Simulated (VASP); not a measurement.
# LaOF (P4/nmm) in VASP: further runs

The runs below take LaOF through single point, with LDA.

All numbers are computed with VASP 6.6.1; they aren't measurements. Logs are shortened: lines on timing, memory, paths and dates and some standing lists are left out, and cuts for length are marked.

### 1 The cell of the first run

Symmetry: P4/nmm, No. 129, tetragonal system. Conventional cell: a = 4.091 Å, b = 4.091 Å, c = 5.852 Å, α = 90.00°, β = 90.00°, γ = 90.00°. Within 3.2 Å of La (site symmetry 4mm) lie 4 F at 2.42 Å and 4 O at 2.61 Å. O (site symmetry -4m2) has 4 La at 2.61 Å and 4 O at 2.89 Å and 2 F at 2.93 Å within 3.4 Å. F (site symmetry -4m2) has 4 La at 2.42 Å and 4 F at 2.89 Å and 2 O at 2.93 Å within 3.2 Å.

### 2 Single point, LDA

The input, INCAR:

```
  ALGO = Normal
  EDIFF = 1E-6
  ENCUT = 600
  GGA_COMPAT = False
  ISIF = 2
  ISMEAR = 0
  LASPH = True
  LCHARG = False
  LMAXMIX = 6
  LREAL = False
  LWAVE = False
  NBANDS = 33
  NELM = 200
  PREC = Accurate
  SIGMA = 0.01
```

The input, KPOINTS:

```
k-points
0
Gamma
  6 6 4
```

The input, POSCAR:

```
LaOF
1.0
    4.0910000000      0.0000000000      0.0000000000
    0.0000000000      4.0910000000      0.0000000000
    0.0000000000      0.0000000000      5.8520000000
La O F
2 2 2
Direct
    1.0000000000      0.5000000000      0.7780000000
    0.5000000000      0.0000000000      0.2220000000
    1.0000000000      0.0000000000      0.5000000000
    0.5000000000      0.5000000000      0.5000000000
    1.0000000000      0.0000000000      0.0000000000
    0.5000000000      0.5000000000      0.0000000000
```

Potentials or basis: VASP PAW LDA potentials, release 64 (La, O, F).

Command:

```
$ cat potpaw_LDA.64/La/POTCAR potpaw_LDA.64/O/POTCAR potpaw_LDA.64/F/POTCAR > POTCAR
$ mpirun -np 1 vasp_std > vasp.out
```

OUTCAR:

```text
EDIFF = 1E-6
   ENCUT = 600
   ISIF = 2
   ISMEAR = 0
   LASPH = True
   LREAL = False
   NELM = 200
   PREC = Accurate

 ion  position               nearest neighbor table
   1  0.000  0.500  0.778-   5 2.42   6 2.42   5 2.42   6 2.42   3 2.61   3 2.61   4 2.61   4 2.61

   2  0.500  0.000  0.222-   5 2.42   6 2.42   6 2.42   5 2.42   4 2.61   3 2.61   3 2.61   4 2.61

   3  0.000  0.000  0.500-   1 2.61   2 2.61   1 2.61   2 2.61
   4  0.500  0.500  0.500-   1 2.61   2 2.61   2 2.61   1 2.61
   5  0.000  0.000  0.000-   1 2.42   2 2.42   1 2.42   2 2.42
   6  0.500  0.500  0.000-   1 2.42   2 2.42   2 2.42   1 2.42

  LATTYP: Found a simple tetragonal cell.
 ALAT       =     4.0910000000
 C/A-ratio  =     1.4304571010

  Lattice vectors:

 A1 = (   4.0910000000,   0.0000000000,   0.0000000000)
 A2 = (   0.0000000000,   4.0910000000,   0.0000000000)
 A3 = (   0.0000000000,   0.0000000000,   5.8520000000)

Analysis of symmetry for initial positions (statically):
=====================================================================
 Subroutine PRICEL returns:
 Original cell was already a primitive cell.

 Routine SETGRP: Setting up the symmetry group for a
 simple tetragonal supercell.

 Subroutine GETGRP returns: Found 16 space group operations
 (whereof  8 operations were pure point group operations)
 out of a pool of 16 trial point group operations.

The static configuration has the point symmetry D_2d.
 The point group associated with its full space group is D_4h.

Analysis of symmetry for dynamics (positions and initial velocities):
=====================================================================
 Subroutine PRICEL returns:
 Original cell was already a primitive cell.

 Routine SETGRP: Setting up the symmetry group for a
 simple tetragonal supercell.

 Subroutine GETGRP returns: Found 16 space group operations
 (whereof  8 operations were pure point group operations)
 out of a pool of 16 trial point group operations.

The dynamic configuration has the point symmetry D_2d.
 The point group associated with its full space group is D_4h.

 Subroutine INISYM returns: Found 16 space group operations
 (whereof  8 operations are pure point group operations),
 and found     1 'primitive' translations

----------------------------------------------------------------------------------------

                                     Primitive cell

  volume of cell :      97.9407

  direct lattice vectors                    reciprocal lattice vectors
     4.091000000  0.000000000  0.000000000     0.244439012  0.000000000  0.000000000
     0.000000000  4.091000000  0.000000000     0.000000000  0.244439012  0.000000000
     0.000000000  0.000000000  5.852000000     0.000000000  0.000000000  0.170881750

  length of vectors
     4.091000000  4.091000000  5.852000000     0.244439012  0.244439012  0.170881750

  position of ions in fractional coordinates (direct lattice)
     0.000000000  0.500000000  0.778000000
     0.500000000  0.000000000  0.222000000
     0.000000000  0.000000000  0.500000000
     0.500000000  0.500000000  0.500000000
     0.000000000  0.000000000  0.000000000
     0.500000000  0.500000000  0.000000000

  ion indices of the primitive-cell ions
   primitive index   ion index
                 1           1
                 2           2
                 3           3
                 4           4
                 5           5
                 6           6

----------------------------------------------------------------------------------------

 KPOINTS: k-points

Automatic generation of k-mesh.
 Grid dimensions read from file:
 generate k-points for:    6    6    4

 Generating k-lattice:

  Cartesian coordinates                     Fractional coordinates (reciprocal lattice)
     0.040739835  0.000000000  0.000000000     0.166666667  0.000000000  0.000000000
     0.000000000  0.040739835  0.000000000     0.000000000  0.166666667  0.000000000
     0.000000000  0.000000000  0.042720437     0.000000000  0.000000000  0.250000000

  Length of vectors
     0.040739835  0.040739835  0.042720437

  Shift w.r.t. Gamma in fractional coordinates (k-lattice)
     0.000000000  0.000000000  0.000000000

 Subroutine IBZKPT returns following result:
 ===========================================

 Found     30 irreducible k-points:

 Following reciprocal coordinates:
            Coordinates               Weight
  0.000000  0.000000  0.000000      1.000000
  0.166667  0.000000  0.000000      4.000000
  0.333333  0.000000  0.000000      4.000000
  0.500000  0.000000  0.000000      2.000000
  0.166667  0.166667  0.000000      4.000000
  0.333333  0.166667  0.000000      8.000000
[... 16 lines left out ...]
  0.333333  0.000000  0.500000      4.000000
  0.500000  0.000000  0.500000      2.000000
 [... further k-points ...]
   k-points           NKPTS =     30   k-points in BZ     NKDIM =     30   number of bands    NBANDS=     33
   number of dos      NEDOS =    301   number of ions     NIONS =      6
   total plane-waves  NPLWV =  62208
   dimension x,y,z NGX =    36 NGY =   36 NGZ =   48
   dimension x,y,z NGXF=    72 NGYF=   72 NGZF=   96
   ions per type =               2   2   2
   NGX,Y,Z   is equivalent  to a cutoff of  14.63, 14.63, 13.64 a.u.
   NGXF,Y,Z  is equivalent  to a cutoff of  29.26, 29.26, 27.27 a.u.
 SYSTEM =  unknown system
   PREC   = accura    normal or accurate (medium, high low for compatibility)
   ISTART =      0    job   : 0-new  1-cont  2-samecut
   ICHARG =      2    charge: 1-file 2-atom 10-const
   ISPIN  =      1    spin polarized calculation?
   LNONCOLLINEAR =      F non collinear calculations
   LSORBIT =      F    spin-orbit coupling
   LASPH  =      T    aspherical Exc in radial PAW
   ENCUT  =  600.0 eV  44.10 Ry    6.64 a.u.   8.17  8.17 11.69*2*pi/ulx,y,z
   NELM   =    200;   NELMIN=  2; NELMDL= -5     # of ELM steps
   EDIFF  = 0.1E-05   stopping-criterion for ELM
   LREAL  =      F    real-space projection
   EDIFFG = 0.1E-04   stopping-criterion for IOM
   NSW    =      0    number of steps for IOM
   IBRION =     -1    ionic relax: 0-MD 1-quasi-New 2-CG
   NFREE  =      0    steps in history (QN), initial steepest desc. (CG)
   ISIF   =      2    stress and relaxation
   ISYM   =      2    0-nonsym 1-usesym 2-fastsym
   POTIM  = 0.5000    time-step for ionic-motion
   TEBEG  =    0.0;   TEEND  =   0.0 temperature during run
   PSTRESS=    0.0 pullay stress
   NELECT =      48.0000    total number of electrons
   NUPDOWN=      -1.0000    fix difference up-down
   EMIN   =  10.00;   EMAX   =-10.00  energy-range for DOS
   EFERMI =   0.00;   METHOD = LEGACY
   ISMEAR =     0;   SIGMA  =   0.01  broadening in eV -4-tet -1-fermi 0-gaus
   EFERMI_NEDOS =   21; number of points for ismear=-14 and -15
   IALGO  =     38    algorithm
   IMIX   =      4    mixing-type and parameters
     AMIX     =   0.40;   BMIX     =  1.00
     AMIX_MAG =   1.60;   BMIX_MAG =  1.00
  volume/ion in A,a.u.               =      16.32       110.16
  Fermi-wavevector in a.u.,A,eV,Ry     =   1.290726  2.439119 22.666957  1.665974
  Thomas-Fermi vector in A             =   2.422540
   LORBIT       =      0    0 simple, 1 ext, 2 COOP (PROOUT), +10 PAW based schemes
   GGA     = CA    functional components
   LHFCALC =     F    Hartree Fock is set to
   AEXX    =    0.0000 exact exchange contribution
   IVDW    =     0    specifies the selected vdW correction
   LEPSILON=     F    determine dielectric tensor
   LRPA    =     F    only Hartree local field effects (RPA)
 non-spin polarized calculation
 Gauss-broadening in eV      SIGMA  =   0.01
  energy-cutoff  :      600.00
  volume of cell :       97.94
 maximum number of plane-waves:      3296
 NGX is ok and might be reduce to    36
   NGX = 17   NGY = 17   NGZ = 23

 number of electron      47.9999975 magnetization

 Free energy of the ion-electron system (eV)
  ---------------------------------------------------
  ext. energy  EPLUGINS =         0.00000000
  ---------------------------------------------------
  free energy    TOTEN  =       -47.69690658 eV

  energy without entropy =      -47.69690658  energy(sigma->0) =      -47.69690658

 E-fermi :   6.3275     XC(G=0): -10.5267

 val. band max:        6.2108187298   @ k =   0.5000   0.5000   0.0000
 cond. band min:       7.9314458155   @ k =   0.5000   0.5000   0.5000
 fundamental gap:      1.7206270857
 Fermi energy:         6.3275163388

 k-point     1 :       0.0000    0.0000    0.0000
  band No.  band energies     occupation
      1     -25.8828      2.00000
      2     -25.5189      2.00000
      3     -19.5608      2.00000
      4     -19.5127      2.00000
      5     -10.5662      2.00000
      6      -9.8425      2.00000
[... 25 lines left out ...]
     32       9.2455      0.00000
     33       9.2690      0.00000

 k-point     2 :       0.1667    0.0000    0.0000
  band No.  band energies     occupation
      1     -25.8407      2.00000
      2     -25.5228      2.00000
      3     -19.5993      2.00000
      4     -19.5655      2.00000
      5     -10.6268      2.00000
      6      -9.9186      2.00000
[... 25 lines left out ...]
     32       9.2262      0.00000
     33       9.2905      0.00000

 k-point     3 :       0.3333    0.0000    0.0000
  band No.  band energies     occupation
      1     -25.7364      2.00000
      2     -25.5495      2.00000
      3     -19.6795      2.00000
      4     -19.6690      2.00000
      5     -10.6101      2.00000
      6     -10.0448      2.00000
[... 25 lines left out ...]
     32       9.2119      0.00000
     33       9.2203      0.00000

 k-point     4 :       0.5000    0.0000    0.0000
  band No.  band energies     occupation
      1     -25.6232      2.00000
      2     -25.6232      2.00000
      3     -19.7204      2.00000
      4     -19.7204      2.00000
      5     -10.3635      2.00000
      6     -10.3635      2.00000
[... 25 lines left out ...]
     32       9.1948      0.00000
     33       9.2271      0.00000

 k-point     5 :       0.1667    0.1667    0.0000
  band No.  band energies     occupation
      1     -25.8011      2.00000
      2     -25.5233      2.00000
      3     -19.6394      2.00000
      4     -19.6168      2.00000
      5     -10.6666      2.00000
      6      -9.9177      2.00000
[... 604 lines left out ...]
 k-point    22 :       0.1667    0.0000    0.5000
  band No.  band energies     occupation
      1     -25.8169      2.00000
      2     -25.5491      2.00000
      3     -19.5945      2.00000
      4     -19.5651      2.00000
      5     -10.7455      2.00000
      6      -9.7381      2.00000
[... 25 lines left out ...]
     32       9.2117      0.00000
     33       9.2627      0.00000

 k-point    23 :       0.3333    0.0000    0.5000
  band No.  band energies     occupation
      1     -25.7218      2.00000
      2     -25.5643      2.00000
      3     -19.6801      2.00000
      4     -19.6697      2.00000
      5     -10.6913      2.00000
      6      -9.9518      2.00000
[... 25 lines left out ...]
     32       9.2441      0.00000
     33       9.2690      0.00000

 k-point    24 :       0.5000    0.0000    0.5000
  band No.  band energies     occupation
      1     -25.6227      2.00000
      2     -25.6227      2.00000
      3     -19.7229      2.00000
      4     -19.7229      2.00000
      5     -10.3783      2.00000
      6     -10.3783      2.00000
[... 25 lines left out ...]
     32       9.2467      0.00000
     33       9.3101      0.00000

 [... further k-points ...]
[... 5 lines left out ...]
  --------------------------------------------------------------------------------------
  -------------------------------------------------------------------------------------
  Total       -1.9150541     -1.9150541    -12.2041632      0.0000000      0.0000000      0.0000000
  in kB      -31.3276886    -31.3276886   -199.6435637      0.0000000      0.0000000      0.0000000
  external PRESSURE =     -87.4329803 kB  Pullay stress =       0.0000000 kB

 VOLUME and BASIS-vectors are now :
 -----------------------------------------------------------------------------
  energy-cutoff  :      600.00
  volume of cell :       97.94
      direct lattice vectors                 reciprocal lattice vectors
     4.091000000  0.000000000  0.000000000     0.244439012  0.000000000  0.000000000
     0.000000000  4.091000000  0.000000000     0.000000000  0.244439012  0.000000000
     0.000000000  0.000000000  5.852000000     0.000000000  0.000000000  0.170881750

 POSITION                                       TOTAL-FORCE (eV/Angst)
 -----------------------------------------------------------------------------------
      0.00000      2.04550      4.55286         0.000000      0.000000     -7.892945
      2.04550      0.00000      1.29914         0.000000      0.000000      7.892945
      0.00000      0.00000      2.92600         0.000000      0.000000      0.000000
      2.04550      2.04550      2.92600        -0.000000      0.000000      0.000000
      0.00000      0.00000      0.00000         0.000000      0.000000      0.000000
      2.04550      2.04550      0.00000        -0.000000     -0.000000      0.000000
 -----------------------------------------------------------------------------------
    total drift:                                0.000000      0.000000      0.000000

  FREE ENERGIE OF THE ION-ELECTRON SYSTEM (eV)
  ---------------------------------------------------
  free  energy   TOTEN  =       -47.6969065847 eV

  energy  without entropy=      -47.6969065847  energy(sigma->0) =      -47.69690658
```

Run time: 4.1 min. Hardware: 1 thread of Intel Xeon Platinum 8375C at 2.90GHz (Ice Lake), shared host; peak memory 0.27 GiB.

Results:

```yaml
Free_energy: -47.6969 eV
Pressure: -8.7 GPa
Largest_force: 7.893 eV/Å
Band_gap_on_the_k_mesh: 1.72 eV (least direct gap 1.73 eV)
```

Forces in eV/Å, atoms in the order of the input:
```
La   0.000  0.000 -7.893
La   0.000  0.000  7.893
O    0.000  0.000  0.000
O    0.000  0.000  0.000
F    0.000  0.000  0.000
F    0.000  0.000  0.000
```

Caveat: the cell stands under tension; spin-orbit coupling is left out, which moves the levels of the heavy elements; forces of over 1 eV/Å act on the atoms, so gaps and moduli don't describe the material at rest. A k mesh can miss the band edges.

### 3 Single point, LDA

INCAR, as its differences from that of step 2:

```diff
@@ -3,2 +3,3 @@
   ENCUT = 600
+  GGA = CA
   GGA_COMPAT = False
@@ -7,5 +8,7 @@
   LASPH = True
-  LCHARG = False
+  LCHARG = True
+  LELF = True
   LMAXMIX = 6
   LREAL = False
+  LVHAR = True
   LWAVE = False
```

The input, KPOINTS:

```
k-points
0
Gamma
  8 8 6
```

POSCAR is that of step 2.

Potentials or basis: VASP PAW LDA potentials, release 64 (La, O, F).

Command:

```
$ cat potpaw_LDA.64/La/POTCAR potpaw_LDA.64/O/POTCAR potpaw_LDA.64/F/POTCAR > POTCAR
$ mpirun -np 1 vasp_std > vasp.out
```

OUTCAR:

```text
EDIFF = 1E-6
   ENCUT = 600
   GGA = CA
   ISIF = 2
   ISMEAR = 0
   LASPH = True
   LREAL = False
   NELM = 200
   PREC = Accurate

 ion  position               nearest neighbor table
   1  0.000  0.500  0.778-   5 2.42   6 2.42   5 2.42   6 2.42   3 2.61   3 2.61   4 2.61   4 2.61

   2  0.500  0.000  0.222-   5 2.42   6 2.42   6 2.42   5 2.42   4 2.61   3 2.61   3 2.61   4 2.61

[... 1077 lines left out ...]
  --------------------------------------------------------------------------------------
  -------------------------------------------------------------------------------------
  Total       -1.9129279     -1.9129279    -12.2020508      0.0000000      0.0000000      0.0000000
  in kB      -31.2929069    -31.2929069   -199.6090068      0.0000000      0.0000000      0.0000000
  external PRESSURE =     -87.3982735 kB  Pullay stress =       0.0000000 kB

 VOLUME and BASIS-vectors are now :
 -----------------------------------------------------------------------------
  energy-cutoff  :      600.00
  volume of cell :       97.94
      direct lattice vectors                 reciprocal lattice vectors
     4.091000000  0.000000000  0.000000000     0.244439012  0.000000000  0.000000000
     0.000000000  4.091000000  0.000000000     0.000000000  0.244439012  0.000000000
     0.000000000  0.000000000  5.852000000     0.000000000  0.000000000  0.170881750

 POSITION                                       TOTAL-FORCE (eV/Angst)
 -----------------------------------------------------------------------------------
      0.00000      2.04550      4.55286        -0.000000      0.000000     -7.893046
      2.04550      0.00000      1.29914        -0.000000     -0.000000      7.893046
      0.00000      0.00000      2.92600         0.000000      0.000000      0.000000
      2.04550      2.04550      2.92600        -0.000000      0.000000      0.000000
      0.00000      0.00000      0.00000        -0.000000     -0.000000      0.000000
      2.04550      2.04550      0.00000        -0.000000      0.000000      0.000000
 -----------------------------------------------------------------------------------
    total drift:                                0.000000      0.000000      0.000000

  FREE ENERGIE OF THE ION-ELECTRON SYSTEM (eV)
  ---------------------------------------------------
  free  energy   TOTEN  =       -47.6969029089 eV

  energy  without entropy=      -47.6969029089  energy(sigma->0) =      -47.69690291
```

OSZICAR:

```text
N       E                     dE             d eps       ncg     rms          rms(c)
DAV:   1     0.622387328755E+03    0.62239E+03   -0.20476E+04  4104   0.251E+03
DAV:   2     0.139619991680E+03   -0.48277E+03   -0.42863E+03  4648   0.393E+02
DAV:   3    -0.259147322836E+02   -0.16553E+03   -0.15844E+03  5796   0.232E+02
DAV:   4    -0.527034519594E+02   -0.26789E+02   -0.26505E+02  6521   0.892E+01
DAV:   5    -0.539536276052E+02   -0.12502E+01   -0.12437E+01  6740   0.206E+01    0.139E+01
DAV:   6    -0.482317599044E+02    0.57219E+01   -0.48740E+01  6544   0.328E+01    0.782E+00
DAV:   7    -0.478832219086E+02    0.34854E+00   -0.74679E+00  7378   0.207E+01    0.316E+00
DAV:   8    -0.476933336502E+02    0.18989E+00   -0.73368E-01  6048   0.522E+00    0.756E-01
DAV:   9    -0.476965316575E+02   -0.31980E-02   -0.10164E-01  7623   0.227E+00    0.358E-01
DAV:  10    -0.476971768030E+02   -0.64515E-03   -0.23354E-02  6256   0.990E-01    0.196E-01
DAV:  11    -0.476971199776E+02    0.56825E-04   -0.49949E-03  7520   0.472E-01    0.114E-01
DAV:  12    -0.476969465821E+02    0.17340E-03   -0.11366E-03  6776   0.186E-01    0.514E-02
DAV:  13    -0.476968992290E+02    0.47353E-04   -0.72481E-04  6800   0.172E-01    0.160E-02
DAV:  14    -0.476969042151E+02   -0.49861E-05   -0.98677E-05  6448   0.643E-02    0.102E-02
DAV:  15    -0.476969029785E+02    0.12366E-05   -0.11251E-05  6776   0.289E-02    0.302E-03
DAV:  16    -0.476969029089E+02    0.69520E-07   -0.19898E-06  4040   0.115E-02
   1 F= -.47696903E+02 E0= -.47696903E+02  d E =-.206209E-57
```

stdout:

```text
POSCAR found type information on POSCAR LaO F
 POSCAR found :  3 types and       6 ions
 scaLAPACK will be used
 LDA part: xc-table for (Slater(with rela. corr.)+CA(PZ))
 , standard interpolation
 POSCAR, INCAR and KPOINTS ok, starting setup
 FFT: planning ... GRIDC
 FFT: planning ... GRID_SOFT
 FFT: planning ... GRID
 WAVECAR not read
 entering main loop
```

Run time: 7.1 min. Hardware: 1 thread of Intel Xeon Platinum 8375C at 2.90GHz (Ice Lake), shared host; peak memory 0.35 GiB.

What came out:

```yaml
Free_energy: -47.6969 eV
Pressure: -8.7 GPa
Largest_force: 7.893 eV/Å
Band_gap_on_the_k_mesh: 1.72 eV (least direct gap 1.73 eV)
```

Forces in eV/Å, atoms in the order of the input:
```
La   0.000  0.000 -7.893
La   0.000  0.000  7.893
O    0.000  0.000  0.000
O    0.000  0.000  0.000
F    0.000  0.000  0.000
F    0.000  0.000  0.000
```

Stress tensor (GPa, compression positive):
```
 -3.13   0.00   0.00
  0.00  -3.13   0.00
  0.00   0.00 -19.96
```

Caveat: the cell stands under tension; spin-orbit coupling is left out, which moves the levels of the heavy elements; forces of over 1 eV/Å act on the atoms, so gaps and moduli don't describe the material at rest. A k mesh can miss the band edges.
